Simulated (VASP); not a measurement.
Runs of VASP 6.6.1 on SiSe4. The structure is that of space group Im-3m (No. 229), or close to it. The cells are those of the table. The cell was generated, and may not be a known phase.

```tsv
task	level	potentials or basis	cell	k mesh	cutoff (eV)	gap on the mesh (eV)	pressure (GPa)
single point	PBE	VASP PAW PBE potentials, release 64 (Si, Se)	a = 5.311 Å, angles 109.5°, 5 atoms	8 × 8 × 8	520	none	0.0
relaxation of cell and atoms	PBE	VASP PAW PBE potentials, release 64 (Si, Se)	relaxed from a = 5.311 Å, angles 109.5°, 5 atoms	10 × 10 × 10	600	none	0.0
single point	PBE	VASP PAW PBE potentials, release 64 (Si, Se)	a = 5.308 Å, angles 109.5°, 5 atoms	10 × 10 × 10	520	none	(a)
relaxation of cell and atoms	PBE	VASP PAW PBE potentials, release 64 (Si, Se)	relaxed from a = 5.461 Å, angles 109.5°, 5 atoms	8 × 8 × 8	600	none	0.0
single point	LDA	VASP PAW LDA potentials, release 64 (Si, Se)	a = 5.308 Å, angles 109.5°, 5 atoms	10 × 10 × 10	520	none	-4.1
single point	PBE	VASP PAW PBE potentials, release 64 (Si, Se)	a = 5.461 Å, angles 109.5°, 5 atoms	4 × 4 × 4	520	none	-4.0
```

Alike in all rows: no spin polarisation; smearing gaussian 0.1 eV.

Question: Estimate the missing entries.

Answer: (a) 0.1.

Caveats: the cell stands under tension (at least some runs); the relaxation stopped at its first step, so nothing moved (at least some runs).

A k mesh can miss the band edges, and the runs leave out spin-orbit coupling on Se.

A gap of «none» marks levels without a gap at the run's occupations.
